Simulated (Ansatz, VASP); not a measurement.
**Two plane-wave programs on BN**

File POSCAR:

```
BN
1.0
    0.0000000000      3.2928550384      2.1632762179
    1.2509583998      0.0000000000      2.1632762179
    1.2509583998      3.2928550384      0.0000000000
B N
1 1
Direct
    0.0001138443      0.0001138443      0.9998861557
    0.6665861457      0.6665861457      0.3334138543
```

INCAR.step1

```
SYSTEM = BN
ALGO = Normal ; EDIFF = 1E-4
ENCUT = 520 ; GGA = PE
ISMEAR = 0 ; LASPH = .TRUE.
LCHARG = .FALSE. ; LREAL = .FALSE.
LWAVE = .TRUE. ; NBANDS = 11
NELM = 80 ; PREC = Accurate
SIGMA = 0.01
```

The input INCAR.step2:

```
SYSTEM = BN
ALGO = Normal ; EDIFF = 1E-7
ENCUT = 520 ; ISIF = 2
ISMEAR = 0 ; ISTART = 1
LASPH = .TRUE. ; LCHARG = .FALSE.
LMIXTAU = .TRUE. ; LREAL = .FALSE.
LWAVE = .FALSE. ; METAGGA = R2SCAN
NBANDS = 11 ; NELM = 80
PREC = Accurate ; SIGMA = 0.01
```

The input KPOINTS:

```
k-points
0
G
  12 12 12
  0 0 0
```

Input for Ansatz:

```yaml
crystal:
  lattice:
    - [0.0, 3.2928550384, 2.1632762179]
    - [1.2509583998, 0.0, 2.1632762179]
    - [1.2509583998, 3.2928550384, 0.0]
  atoms:
    - { symbol: B, position: [0.0001138443, 0.0001138443, 0.9998861557] }
    - { symbol: "N", position: [0.6665861457, 0.6665861457, 0.3334138543] }
kpoints:
  mp_grid: { grid: [12, 12, 12] }
  band_path:
    path:
      - [0.0, 0.0, 0.0]
      - [0.5, 0.0, 0.5]
      - [1.0, 0.5, 0.5]
      - [0.5, 0.5, 0.0]
      - [0.0, 0.3696802989, 0.3696802989]
      - [1.0, 0.6303197011, 0.6303197011]
      - [0.5, 0.2975179743, 0.7975179743]
      - [0.5, 0.7024820257, 0.2024820257]
      - [0.5, 0.5, 0.5]
      - [0.5, 0.364583, -0.135417]
      - [0.0, 0.332712269, 0.332712269]
    npoints: 1
hamiltonian:
  xc: r2scan
scf:
  occupations: { method: fixed }
  n_extra_bands: 4
output:
  forces: true
  stress: true
  eigenvalues: true
```

Alike in both runs: task single point; functional r2SCAN; k mesh 12 × 12 × 12; no spin polarisation.

|  | VASP | Ansatz |
| --- | --- | --- |
| version | VASP 6.6.1 | Ansatz 0.2.0 |
| potentials or method | VASP PAW PBE potentials, release 64 (B, N) | plane waves, PAW |
| plane-wave cutoff (eV) | 520 | 500 |
| occupations | gaussian, width 0.01 eV | fixed |
| valence electrons in the cell | 8 | 8 |

Ansatz gave:

* gap on the k mesh at the Fermi level (eV): 4.06
* pressure (GPa): 0.7
* traceless stress, the component that is largest in VASP (GPa): 0.91

Problem. What did VASP give for the same quantities?

Solution. gap on the k mesh at the Fermi level (eV): 4.08; pressure (GPa): 1.1; traceless stress, the component that is largest in VASP (GPa): 0.24.

VASP's potentials were made for PBE, not for r2SCAN.
